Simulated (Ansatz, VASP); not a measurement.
## SnO2 in VASP and in Ansatz

The input INCAR:

```
SYSTEM = SnO2
PREC     = Accurate       ! precision mode
ENCUT    = 520            ! plane-wave cutoff, eV
EDIFF    = 1E-6           ! SCF threshold, eV
ISMEAR   = 0              ! smearing method
SIGMA    = 0.05           ! smearing width, eV
LREAL    = .FALSE.        ! projectors in reciprocal space
LASPH    = .TRUE.         ! aspherical terms in the spheres
NELM     = 60             ! most SCF steps
ALGO     = Normal         ! electronic algorithm
ISIF     = 2              ! what is computed and relaxed
LWAVE    = .FALSE.        ! write WAVECAR
LCHARG   = .FALSE.        ! write CHGCAR
GGA      = CA             ! functional
NBANDS   = 64             ! bands
```

The input KPOINTS:

```
Automatic mesh
0
G
  6 6 6
  0 0 0
```

File POSCAR:

```
SnO2
1.0
    4.7837781687      0.0000000000      0.0000000000
    0.0000000000      5.7922370783      0.0000000000
    0.0000000000      0.0000000000      5.2926189597
Sn O
4 8
Direct
    0.5000000000      0.6673419135      0.7500000000
    0.0000000000      0.8326580865      0.2500000000
    0.5000000000      0.3326580865      0.2500000000
    0.0000000000      0.1673419135      0.7500000000
    0.7309254637      0.6050162923      0.0776916535
    0.2309254637      0.8949837077      0.9223083465
    0.7690745363      0.8949837077      0.5776916535
    0.2690745363      0.6050162923      0.4223083465
    0.7309254637      0.3949837077      0.5776916535
    0.2309254637      0.1050162923      0.4223083465
    0.7690745363      0.1050162923      0.0776916535
    0.2690745363      0.3949837077      0.9223083465
```

Input for Ansatz:

```yaml
crystal:
  lattice:
    - [4.7837781687, 0.0, 0.0]
    - [0.0, 5.7922370783, 0.0]
    - [0.0, 0.0, 5.2926189597]
  atoms:
    - { symbol: Sn, position: [0.5, 0.6673419135, 0.75] }
    - { symbol: Sn, position: [0.0, 0.8326580865, 0.25] }
    - { symbol: Sn, position: [0.5, 0.3326580865, 0.25] }
    - { symbol: Sn, position: [0.0, 0.1673419135, 0.75] }
    - { symbol: O, position: [0.7309254637, 0.6050162923, 0.0776916535] }
    - { symbol: O, position: [0.2309254637, 0.8949837077, 0.9223083465] }
    - { symbol: O, position: [0.7690745363, 0.8949837077, 0.5776916535] }
    - { symbol: O, position: [0.2690745363, 0.6050162923, 0.4223083465] }
    - { symbol: O, position: [0.7309254637, 0.3949837077, 0.5776916535] }
    - { symbol: O, position: [0.2309254637, 0.1050162923, 0.4223083465] }
    - { symbol: O, position: [0.7690745363, 0.1050162923, 0.0776916535] }
    - { symbol: O, position: [0.2690745363, 0.3949837077, 0.9223083465] }
basis:
  ecutwfc: 520.0
kpoints:
  mp_grid: { grid: [6, 6, 6] }
hamiltonian:
  xc: lda
  pseudopotentials: { kind: paw, azcp: { folder: soft_1 } }
scf:
  occupations: { method: gaussian, width: 0.05 }
output:
  forces: true
  stress: true
  eigenvalues: true
```

Change from the starting cell: volume 12.221 Å^3 an atom, stretch along b over the lengths across it, relative to the relaxed cell 1.0000.

Alike in both runs: task single point; functional LDA; k mesh 6 × 6 × 6; occupations gaussian, width 0.05 eV; no spin polarisation.

```csv
,VASP,Ansatz
version,VASP 6.6.1,Ansatz 0.2.0
potentials or method,"VASP PAW LDA potentials, release 64 (Sn_d, O), cutoff 520 eV","scalar-relativistic, plane waves, PAW"
valence electrons in the cell,104,104
```

|  | VASP | Ansatz | Ansatz less VASP |
| --- | --- | --- | --- |
| gap on the k mesh at the Fermi level (eV) | 0.98 | 0.95 | -0.026 |
| least direct gap on the mesh (eV) | 0.98 | 0.95 | -0.026 |
| pressure (GPa) | -8.9 | -10.0 | -1.09 |
| traceless stress, the component that is largest in VASP (GPa) | -0.54 | -0.68 | -0.137 |
| rms of the force components (eV/Å) | 0.076 | 0.087 | +0.0102 |

Ansatz warns that its potentials were made for another functional, while VASP's fit it. LDA's correlation is that of Perdew and Zunger in VASP and of Perdew and Wang (1992) in Ansatz. Atom by atom the forces differ by 0.011 eV/Å (rms over components).
